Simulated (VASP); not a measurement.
**Sn: single point with PBE+D3(BJ)**

Sn:

```xyz
2
Lattice="0.0000 3.2333 3.2333 3.2333 0.0000 3.2333 3.2333 3.2333 0.0000" Properties=species:S:1:pos:R:3 pbc="T T T"
Sn    0.0000    0.0000    0.0000
Sn    1.6167    1.6167    1.6167
```

```yaml
Program: VASP 6.6.1
Task: single point
Functional: PBE
Dispersion: D3(BJ)
Potentials_or_basis: VASP PAW PBE potentials, release 64 (Sn_d)
Cutoff: 500 eV
k_mesh: 6 × 6 × 6
Occupations: fermi-dirac, width 0.1 eV
Spin: no spin polarisation
```

```
Pressure                   : 2.2 GPa
Band gap on the k mesh     : zero (band 14 reaches 5.85 eV, above the bottom of band 15 at 5.77 eV)
Dispersion energy per atom : -0.311 eV
```

Levels at points of the mesh, in eV from the Fermi level:
| k point | band 12 | band 13 | band 14 | band 15 | band 16 | band 17 |
| --- | --- | --- | --- | --- | --- | --- |
| (0.00, 0.00, 0.00) | -0.51 | 0.13 | 0.13 | 0.13 | 2.21 | 2.21 |
| (0.50, 0.00, 0.00) | -6.29 | -1.09 | -1.09 | 0.06 | 3.28 | 3.28 |
| (0.50, 0.50, 0.00) | -7.50 | -2.45 | -2.45 | 0.86 | 0.86 | 7.84 |

It took 22 s on 1 thread of Intel(R) Xeon(R) Platinum 8488C (Sapphire Rapids), on a shared host, peak memory 0.2 GiB.

Caveat: three body term missing; spin-orbit coupling is left out, which moves the levels of the heavy elements; pairwise dispersion overbinds metals, which lowers pressure and volume.
